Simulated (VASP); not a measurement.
# Si2W (Cmmm) in VASP: notebook

Runs on Si2W. Level: PBE. Tasks: relaxation of cell and atoms, single point.

All numbers are computed with VASP 6.6.1; they aren't measurements. Logs are shortened: lines on timing, memory, paths and dates and some standing lists are left out, and cuts for length are marked.

## 1. The cell of the first run

The structure is orthorhombic, space group Cmmm (No. 65). Conventional cell: a = 5.634 Å, b = 8.039 Å, c = 2.647 Å, α = 90.00°, β = 90.00°, γ = 90.00°. Si (site symmetry 2/m) has 2 W at 2.45 Å and 4 Si at 2.65 to 2.82 Å within 3.2 Å. Within 3.2 Å of W (site symmetry mmm) lie 4 Si at 2.45 Å and 2 W at 2.65 Å.

## 2. Relaxation of cell and atoms, PBE

Contents of INCAR:

```
SYSTEM = Si2W
ALGO = Normal
EDIFF = 1E-6
EDIFFG = -0.01
ENCUT = 600
GGA = PE
IBRION = 2
ISIF = 3
ISMEAR = 0
LASPH = .TRUE.
LCHARG = .FALSE.
LREAL = .FALSE.
LWAVE = .FALSE.
NELM = 60
NSW = 100
PREC = Accurate
SIGMA = 0.1
```

Contents of KPOINTS:

```
k-points
0
G
  10 10 18
  0 0 0
```

Contents of POSCAR:

```
Si2W
1.0
    2.8169399582     -4.0197293744      0.0000000000
    2.8169399582      4.0197293744      0.0000000000
    0.0000000000      0.0000000000      2.6467591933
Si W
2 1
Direct
    0.0000000000      0.5000000000      0.0000000000
    0.5000000000      0.0000000000      0.0000000000
    0.0000000000      0.0000000000      0.0000000000
```

Potentials or basis: VASP PAW PBE potentials, release 64 (Si, W_sv).

Run with:

```
> cat potpaw_PBE.64/Si/POTCAR potpaw_PBE.64/W_sv/POTCAR > POTCAR
> mpirun -np 1 vasp_std > vasp.out
```

OUTCAR:

```text
SYSTEM = Si2W
   EDIFF = 1E-6
   EDIFFG = -0.01
   ENCUT = 600
   GGA = PE
   IBRION = 2
   ISIF = 3
   ISMEAR = 0
   LASPH = .TRUE.
   LREAL = .FALSE.
   NELM = 60
   NSW = 100
   PREC = Accurate

 ion  position               nearest neighbor table
   1  0.000  0.500  0.000-   3 2.45   3 2.45   2 2.82   2 2.82
   2  0.500  0.000  0.000-   3 2.45   3 2.45   1 2.82   1 2.82
   3  0.000  0.000  0.000-   1 2.45   2 2.45   1 2.45   2 2.45

  LATTYP: Found a base centered orthorhombic cell.
 ALAT       =     5.6338799164
 B/A-ratio  =     1.4269843994
 C/A-ratio  =     0.4697933276

  Lattice vectors:

 A1 = (   2.8169399582,  -4.0197293744,   0.0000000000)
 A2 = (   2.8169399582,   4.0197293744,   0.0000000000)
 A3 = (   0.0000000000,   0.0000000000,   2.6467591933)

Analysis of symmetry for initial positions (statically):
=====================================================================
 Subroutine PRICEL returns:
 Original cell was already a primitive cell.

 Routine SETGRP: Setting up the symmetry group for a
 base centered orthorhombic supercell.

 Subroutine GETGRP returns: Found  8 space group operations
 (whereof  8 operations were pure point group operations)
 out of a pool of  8 trial point group operations.

The static configuration has the point symmetry D_2h.

Analysis of symmetry for dynamics (positions and initial velocities):
=====================================================================
 Subroutine PRICEL returns:
 Original cell was already a primitive cell.

 Routine SETGRP: Setting up the symmetry group for a
 base centered orthorhombic supercell.

 Subroutine GETGRP returns: Found  8 space group operations
 (whereof  8 operations were pure point group operations)
 out of a pool of  8 trial point group operations.

The dynamic configuration has the point symmetry D_2h.

 Subroutine INISYM returns: Found  8 space group operations
 (whereof  8 operations are pure point group operations),
 and found     1 'primitive' translations

----------------------------------------------------------------------------------------

                                     Primitive cell

  volume of cell :      59.9403

  direct lattice vectors                    reciprocal lattice vectors
     2.816939958 -4.019729374  0.000000000     0.177497571 -0.124386483  0.000000000
     2.816939958  4.019729374  0.000000000     0.177497571  0.124386483  0.000000000
     0.000000000  0.000000000  2.646759193     0.000000000  0.000000000  0.377820545

  length of vectors
     4.908500277  4.908500277  2.646759193     0.216742670  0.216742670  0.377820545

  position of ions in fractional coordinates (direct lattice)
     0.000000000  0.500000000  0.000000000
     0.500000000  0.000000000  0.000000000
     0.000000000  0.000000000  0.000000000

  ion indices of the primitive-cell ions
   primitive index   ion index
                 1           1
                 2           2
                 3           3

----------------------------------------------------------------------------------------

 KPOINTS: k-points

Automatic generation of k-mesh.
 Grid dimensions read from file:
 generate k-points for:   10   10   18

 Generating k-lattice:

  Cartesian coordinates                     Fractional coordinates (reciprocal lattice)
     0.017749757 -0.012438648  0.000000000     0.100000000  0.000000000  0.000000000
     0.017749757  0.012438648  0.000000000     0.000000000  0.100000000  0.000000000
     0.000000000  0.000000000  0.020990030     0.000000000  0.000000000  0.055555556

  Length of vectors
     0.021674267  0.021674267  0.020990030

  Shift w.r.t. Gamma in fractional coordinates (k-lattice)
     0.000000000  0.000000000  0.000000000

 Subroutine IBZKPT returns following result:
 ===========================================

 Found    310 irreducible k-points:

 Following reciprocal coordinates:
            Coordinates               Weight
  0.000000  0.000000  0.000000      1.000000
  0.100000  0.000000  0.000000      4.000000
  0.200000  0.000000  0.000000      4.000000
  0.300000  0.000000  0.000000      4.000000
  0.400000  0.000000  0.000000      4.000000
  0.500000  0.000000  0.000000      2.000000
[... 16 lines left out ...]
  0.300000  0.300000  0.000000      2.000000
  0.400000  0.300000  0.000000      4.000000
 [... further k-points ...]
   k-points           NKPTS =    310   k-points in BZ     NKDIM =    310   number of bands    NBANDS=     15
   number of dos      NEDOS =    301   number of ions     NIONS =      3
   total plane-waves  NPLWV =  38400
   dimension x,y,z NGX =    40 NGY =   40 NGZ =   24
   dimension x,y,z NGXF=    80 NGYF=   80 NGZF=   48
   ions per type =               2   1
   NGX,Y,Z   is equivalent  to a cutoff of  13.55, 13.55, 15.07 a.u.
   NGXF,Y,Z  is equivalent  to a cutoff of  27.10, 27.10, 30.15 a.u.
 SYSTEM =  Si2W
   PREC   = accura    normal or accurate (medium, high low for compatibility)
   ISTART =      0    job   : 0-new  1-cont  2-samecut
   ICHARG =      2    charge: 1-file 2-atom 10-const
   ISPIN  =      1    spin polarized calculation?
   LNONCOLLINEAR =      F non collinear calculations
   LSORBIT =      F    spin-orbit coupling
   LASPH  =      T    aspherical Exc in radial PAW
   ENCUT  =  600.0 eV  44.10 Ry    6.64 a.u.   9.80  9.80  5.29*2*pi/ulx,y,z
   NELM   =     60;   NELMIN=  2; NELMDL= -5     # of ELM steps
   EDIFF  = 0.1E-05   stopping-criterion for ELM
   LREAL  =      F    real-space projection
   EDIFFG = -.1E-01   stopping-criterion for IOM
   NSW    =    100    number of steps for IOM
   IBRION =      2    ionic relax: 0-MD 1-quasi-New 2-CG
   NFREE  =      1    steps in history (QN), initial steepest desc. (CG)
   ISIF   =      3    stress and relaxation
   ISYM   =      2    0-nonsym 1-usesym 2-fastsym
   POTIM  = 0.5000    time-step for ionic-motion
   TEBEG  =    0.0;   TEEND  =   0.0 temperature during run
   PSTRESS=    0.0 pullay stress
   NELECT =      22.0000    total number of electrons
   NUPDOWN=      -1.0000    fix difference up-down
   EMIN   =  10.00;   EMAX   =-10.00  energy-range for DOS
   EFERMI =   0.00;   METHOD = LEGACY
   ISMEAR =     0;   SIGMA  =   0.10  broadening in eV -4-tet -1-fermi 0-gaus
   EFERMI_NEDOS =   21; number of points for ismear=-14 and -15
   IALGO  =     38    algorithm
   IMIX   =      4    mixing-type and parameters
     AMIX     =   0.40;   BMIX     =  1.00
     AMIX_MAG =   1.60;   BMIX_MAG =  1.00
  volume/ion in A,a.u.               =      19.98       134.83
  Fermi-wavevector in a.u.,A,eV,Ry     =   1.172131  2.215006 18.692920  1.373891
  Thomas-Fermi vector in A             =   2.308564
   LORBIT       =      0    0 simple, 1 ext, 2 COOP (PROOUT), +10 PAW based schemes
   GGA     = PE    functional components
   LHFCALC =     F    Hartree Fock is set to
   AEXX    =    0.0000 exact exchange contribution
   IVDW    =     0    specifies the selected vdW correction
   LEPSILON=     F    determine dielectric tensor
   LRPA    =     F    only Hartree local field effects (RPA)
 conjugate gradient relaxation of ions
 non-spin polarized calculation
 Gauss-broadening in eV      SIGMA  =   0.10
  energy-cutoff  :      600.00
  volume of cell :       59.94
 maximum number of plane-waves:      2049
   NGX = 19   NGY = 19   NGZ = 11

--------------------------------------- Ionic step        1  -------------------------------------------

 number of electron      22.0000000 magnetization

 Free energy of the ion-electron system (eV)
  ---------------------------------------------------
  ext. energy  EPLUGINS =         0.00000000
  ---------------------------------------------------
  free energy    TOTEN  =       -21.45613504 eV

  energy without entropy =      -21.44787563  energy(sigma->0) =      -21.45200534

------------------------ aborting loop because EDIFF is reached ----------------------------------------

  FORCE on cell =-STRESS in cart. coord.  units (eV):
  Direction    XX          YY          ZZ          XY          YZ          ZX
  --------------------------------------------------------------------------------------
  -------------------------------------------------------------------------------------
  Total       -0.7915718     -0.4851697      1.1039610      0.0000000      0.0000000      0.0000000
  in kB      -21.1583631    -12.9683702     29.5083873      0.0000000      0.0000000      0.0000000
  external PRESSURE =      -1.5394487 kB  Pullay stress =       0.0000000 kB
[... 207 lines left out ...]
  energy  without entropy=      -21.4637144852  energy(sigma->0) =      -21.46700864

--------------------------------------- Ionic step        7  -------------------------------------------

 number of electron      21.9999999 magnetization

 Free energy of the ion-electron system (eV)
  ---------------------------------------------------
  ext. energy  EPLUGINS =         0.00000000
  ---------------------------------------------------
  free energy    TOTEN  =       -21.47091697 eV

  energy without entropy =      -21.46419964  energy(sigma->0) =      -21.46755830

 E-fermi :   6.6299     XC(G=0): -10.3721

 val. band max:        6.6275431850   @ k =   0.3000   0.0000   0.4444
 cond. band min:       6.6367001563   @ k =  -0.3000   0.2000   0.4444
 fundamental gap:      0.0091569713
 Fermi energy:         6.6298962291

 k-point     1 :       0.0000    0.0000    0.0000
  band No.  band energies     occupation
      1     -67.1536      2.00000
      2     -31.5625      2.00000
      3     -31.3734      2.00000
      4     -30.8335      2.00000
      5      -4.8166      2.00000
      6      -1.1851      2.00000
      7       2.2249      2.00000
      8       2.8703      2.00000
      9       4.8752      2.00000
     10       5.2368      2.00000
     11       5.2868      2.00000
     12       8.3582      0.00000
     13       8.4180      0.00000
     14       9.0114      0.00000
     15       9.5067      0.00000
[... 397 lines left out ...]
 k-point    24 :       0.4000    0.3000    0.0000
  band No.  band energies     occupation
      1     -67.1535      2.00000
      2     -31.5670      2.00000
      3     -31.3755      2.00000
      4     -30.8335      2.00000
      5      -3.2799      2.00000
      6      -2.4720      2.00000
      7       1.2125      2.00000
      8       2.8046      2.00000
      9       3.2250      2.00000
     10       3.4464      2.00000
     11       8.1644      0.00000
     12       8.7604      0.00000
     13       9.0571      0.00000
     14       9.3963      0.00000
     15      11.1327      0.00000

 [... further k-points ...]
[... 5 lines left out ...]
  --------------------------------------------------------------------------------------
  -------------------------------------------------------------------------------------
  Total       -0.0000614      0.0027964     -0.0079519     -0.0000000      0.0000000      0.0000000
  in kB       -0.0016504      0.0752001     -0.2138417     -0.0000000      0.0000000      0.0000000
  external PRESSURE =      -0.0467640 kB  Pullay stress =       0.0000000 kB
[... 18 lines left out ...]
  FREE ENERGIE OF THE ION-ELECTRON SYSTEM (eV)
  ---------------------------------------------------
  free  energy   TOTEN  =       -21.4709169740 eV

  energy  without entropy=      -21.4641996358  energy(sigma->0) =      -21.46755830

 reached required accuracy - stopping structural energy minimisation
```

Wall time 14 min (1 thread of Intel Xeon Platinum 8488C (Sapphire Rapids), shared host); peak memory 0.49 GiB.

Results:

```
Free energy                            : -21.4709 eV
Relaxed volume                         : 19.86 Å³/atom
Relaxed cell                           : a = 4.888 Å, b = 4.888 Å, c = 2.679 Å, α = 90.00°, β = 90.00°, γ = 111.47°
Space group after relaxing (to 0.05 Å) : Cmmm (No. 65)
Energy gained by relaxing              : 4.9 meV/atom
Ionic steps                            : 7
Pressure after relaxing                : 0.0 GPa
Band gap on the k mesh                 : zero (band 11 reaches 8.52 eV, above the bottom of band 12 at 5.74 eV)
```

The path:
| step | energy change (eV) | largest force (eV/Å) | pressure (GPa) | volume (Å³) |
| --- | --- | --- | --- | --- |
| 1 | 0.0000 | 0.0000 | -0.15 | 59.94 |
| 2 | -0.0096 | 0.0000 | 0.63 | 59.76 |
| 3 | -0.0119 | 0.0000 | 0.35 | 59.82 |
| 4 | -0.0130 | 0.0000 | -0.54 | 60.16 |
| 5 | -0.0130 | 0.0000 | -0.41 | 60.11 |
| 6 | -0.0142 | 0.0000 | -0.24 | 59.89 |
| 7 | -0.0148 | 0.0000 | 0.00 | 59.58 |

Final structure:
```
CELL_PARAMETERS angstrom
2.75233 -4.04003 0.00000
2.75233 4.04003 0.00000
0.00000 0.00000 2.67902
ATOMIC_POSITIONS crystal
Si 0.00000 0.50000 0.00000
Si 0.50000 0.00000 0.00000
W 0.00000 0.00000 0.00000
```

Levels at points of the mesh, in eV from the Fermi level:
| k point | band 8 | band 9 | band 10 | band 11 | band 12 | band 13 | band 14 | band 15 |
| --- | --- | --- | --- | --- | --- | --- | --- | --- |
| (0.00, 0.00, 0.00) | -3.76 | -1.75 | -1.39 | -1.34 | 1.73 | 1.79 | 2.38 | 2.88 |
| (0.50, 0.00, 0.00) | -3.50 | -2.31 | -2.23 | -0.01 | 1.19 | 2.20 | 2.82 | 3.05 |
| (0.50, 0.50, 0.00) | -5.13 | -3.66 | -3.25 | 1.89 | 2.06 | 2.76 | 5.44 | 5.77 |
| (0.00, 0.00, 0.50) | -3.18 | -2.37 | -1.73 | -1.35 | -0.17 | 1.84 | 2.07 | 3.72 |
| (0.50, 0.00, 0.50) | -3.76 | -2.69 | -2.63 | -0.48 | 0.87 | 1.25 | 3.01 | 3.42 |
| (0.50, 0.50, 0.50) | -3.83 | -2.61 | -2.19 | -2.11 | 0.76 | 1.01 | 1.06 | 2.81 |

Caveat: spin-orbit coupling is left out, which moves the levels of the heavy elements.

## 3. Single point, PBE

This run uses another cell than the first one, of 17.50 Å³/atom, 0.876 times its volume.

Contents of INCAR:

```
SYSTEM = Si2W
PREC = Accurate ; ENCUT = 520
EDIFF = 1E-6 ; ISMEAR = 0
SIGMA = 0.1 ; LREAL = .False.
LASPH = .True. ; NELM = 100
ALGO = Normal ; ISIF = 2
LWAVE = .False. ; LCHARG = .False.
GGA = PE ; NBANDS = 18
```

Contents of KPOINTS:

```
Automatic mesh
0
Gamma
  4 4 6
  0 0 0
```

Contents of POSCAR:

```
Si2W
1.0
    2.6952269400     -3.5769423300      0.0000000000
    2.6952269400      3.5769423300      0.0000000000
    0.0000000000      0.0000000000      2.7223819300
Si W
2 1
Direct
    0.0000000000      0.5000000000      0.0000000000
    0.5000000000      0.0000000000      0.0000000000
    0.0000000000      0.0000000000      0.0000000000
```

Potentials or basis: VASP PAW PBE potentials, release 64 (Si, W_sv).

Run with:

```
> cat potpaw_PBE.64/Si/POTCAR potpaw_PBE.64/W_sv/POTCAR > POTCAR
> mpirun -np 1 vasp_std > vasp.out
```

It used 26 s of CPU time on 1 thread of AMD EPYC 7R13 Processor (Zen 3) (shared host).

The run converged. Its results:

```yaml
Free_energy: -20.3165 eV
Pressure: 29.4 GPa
Band_gap_on_the_k_mesh: zero (band 11 reaches 9.37 eV, above the bottom of band 12 at 7.07 eV)
```

Stress tensor (GPa, compression positive):
```
30.13  0.00  0.00
 0.00 53.05  0.00
 0.00  0.00  4.90
```

Levels at points of the mesh, in eV from the Fermi level:
```tsv
k point	band 9	band 10	band 11	band 12	band 13	band 14
(0.00, 0.00, 0.00)	-2.13	-1.27	0.13	1.97	2.57	2.78
(0.50, 0.00, 0.00)	-2.78	-1.63	0.24	1.59	2.29	2.46
(0.50, 0.50, 0.00)	-4.05	-3.04	1.36	2.26	2.94	6.18
(0.00, 0.00, 0.50)	-2.51	-1.50	-1.18	-0.81	2.00	3.05
(0.50, 0.00, 0.50)	-3.34	-2.74	-1.42	1.70	2.37	3.48
(0.50, 0.50, 0.50)	-3.14	-2.91	-2.74	1.04	2.28	2.38
```

Caveat: the k points lie up to 0.38 Å⁻¹ apart; spin-orbit coupling is left out, which moves the levels of the heavy elements.

(Continued in part 2 of 2.)
